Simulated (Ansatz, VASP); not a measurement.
SiB2 in VASP and in Ansatz

```
Si B
1.0
     2.67520   -4.45530    0.00000
     2.67520    4.45530    0.00000
     0.00000    0.00000    3.00838
Si B
2 4
Direct
  0.00000 0.50000 0.00000
  0.50000 0.00000 0.00000
  0.07458 0.25978 0.50000
  0.92542 0.74022 0.50000
  0.25978 0.07458 0.50000
  0.74022 0.92542 0.50000
```

Alike in both runs: task relaxation of cell and atoms; functional PBE; k mesh 8 × 8 × 12; occupations gaussian, width 0.1 eV; no spin polarisation.

```csv
,VASP,Ansatz
version,VASP 6.6.1,Ansatz 0.2.0
potentials or method,"VASP PAW PBE potentials, release 64 (Si, B), cutoff 600 eV","scalar-relativistic, plane waves, PAW"
valence electrons in the cell,20,20
```

Ansatz gave:

| Quantity | Value |
| --- | --- |
| gap on the k mesh at the Fermi level, each at its own relaxed structure (eV) | none |
| relaxed volume (Å³/atom) | 12.04 |
| relaxed length of the cell vector where the two differ most in proportion (Å) | 4.686 |

Which values does VASP return?

gap on the k mesh at the Fermi level, each at its own relaxed structure (eV): none; relaxed volume (Å³/atom): 11.06; relaxed length of the cell vector where the two differ most in proportion (Å): 4.151.

A gap of «none» marks a metal or a gap that the smearing closes. One of these differences is far larger than is usual between the two programs; its cause wasn't traced.
